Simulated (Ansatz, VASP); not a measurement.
**Two plane-wave programs on Ru**

Contents of POSCAR:

```
Ru
1.0
    0.0000000000      1.8904758735      1.8904758735
    1.8904758735      0.0000000000      1.8904758735
    1.8904758735      1.8904758735      0.0000000000
Ru
1
Direct
    0.0000000000      0.0000000000      0.0000000000
```

The input INCAR.step1:

```
SYSTEM = Ru
PREC = Accurate
ENCUT = 600
ISMEAR = 0
SIGMA = 0.1
LREAL = .FALSE.
LASPH = .TRUE.
NELM = 80
GGA = PE
ALGO = Normal
EDIFF = 1E-4
LWAVE = .TRUE.
LCHARG = .FALSE.
```

INCAR.step2

```
SYSTEM = Ru
PREC = Accurate
ENCUT = 600
EDIFF = 1E-6
ISMEAR = 0
SIGMA = 0.1
LREAL = .FALSE.
LASPH = .TRUE.
NELM = 80
ALGO = Normal
ISIF = 3
LWAVE = .FALSE.
LCHARG = .FALSE.
METAGGA = R2SCAN
LMIXTAU = .TRUE.
IBRION = 2
NSW = 80
EDIFFG = -0.01
ISTART = 1
```

KPOINTS

```
regular mesh
0
G
  18 18 18
  0 0 0
```

Input for Ansatz:

```yaml
crystal:
  lattice:
    - [0.0, 1.8904758735, 1.8904758735]
    - [1.8904758735, 0.0, 1.8904758735]
    - [1.8904758735, 1.8904758735, 0.0]
  atoms:
    - { symbol: Ru, position: [0.0, 0.0, 0.0] }
basis:
  ecutwfc: 500
kpoints:
  mp_grid: { grid: [18, 18, 18] }
hamiltonian:
  xc: r2scan
scf:
  occupations: { method: gaussian, width: 0.1 }
output:
  forces: true
  stress: true
  eigenvalues: true
relax:
  adjacent_minimum: "off"
  f_tol: 0.01
  max_steps: 60
  cell: { stress_tol: 0.1 }
```

Alike in both runs: task relaxation of cell and atoms; functional r2SCAN; k mesh 18 × 18 × 18; occupations gaussian, width 0.1 eV; no spin polarisation.

|  | VASP | Ansatz |
| --- | --- | --- |
| version | VASP 6.6.1 | Ansatz 0.2.0 |
| potentials or method | VASP PAW PBE potentials, release 64 (Ru_pv), cutoff 600 eV | scalar-relativistic, plane waves, PAW |
| valence electrons in the cell | 14 | 16 |

|  | VASP | Ansatz | Ansatz less VASP |
| --- | --- | --- | --- |
| gap on the k mesh at the Fermi level, each at its own relaxed structure (eV) | none | none | - |
| relaxed volume (Å³/atom) | 13.61 | 13.55 | -0.060 |
| relaxed length of the cell vector where the two differ most in proportion (Å) | 2.680 | 2.676 | -0.0040 |

VASP's potentials were made for PBE, not for r2SCAN. A gap of «none» marks a metal or a gap that the smearing closes. VASP's potentials hold 14 valence electrons a cell and Ansatz's 16, so a difference there can come from the potentials and not from the codes.
